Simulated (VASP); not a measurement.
Set up this calculation in VASP 6.6.1, as the native input.

| Item | Value |
| --- | --- |
| Task | single point |
| Functional | PBE |
| Potentials or basis | VASP PAW PBE potentials, release 64 (Rh_pv) |
| Cutoff | 520 eV |
| k mesh | 19 × 19 × 19 |
| Occupations | fermi-dirac, width 0.05 eV |
| Spin | no spin polarisation |
| Dipole correction | no |
| Further INCAR settings | ALGO = Normal; EDIFF = 1e-06; NBANDS = 14 |

The structure of Rh lies in POSCAR:

```
Rh
1.0
    0.0000000000      1.9152057761      1.9152057761
    1.9152057761      0.0000000000      1.9152057761
    1.9152057761      1.9152057761      0.0000000000
Rh
1
Direct
    0.0000000000      0.0000000000      0.0000000000
```

One way to write it, as run:

INCAR

```
PREC = Accurate ; ENCUT = 520
EDIFF = 1E-6 ; ISMEAR = -1
SIGMA = 0.05 ; LREAL = False
LASPH = True ; NELM = 60
ALGO = Normal ; ISIF = 2
LWAVE = False ; LCHARG = False
GGA = PE ; NBANDS = 14
```

KPOINTS

```
Automatic mesh
0
Gamma
  19 19 19
```

Potentials or basis: VASP PAW PBE potentials, release 64 (Rh_pv).

Command:

```bash
$ cat potpaw_PBE.64/Rh_pv/POTCAR > POTCAR
$ mpirun -np 1 vasp_std > vasp.out
```

Results of the run:

The pressure is 0.0 GPa. The band gap on the k mesh is zero (an odd number of electrons rules out a gap without spin polarisation).

It took 14 s on 1 thread of AMD EPYC 9R45 96-Core Processor (Zen 5) (shared host), peak memory 0.12 GiB.
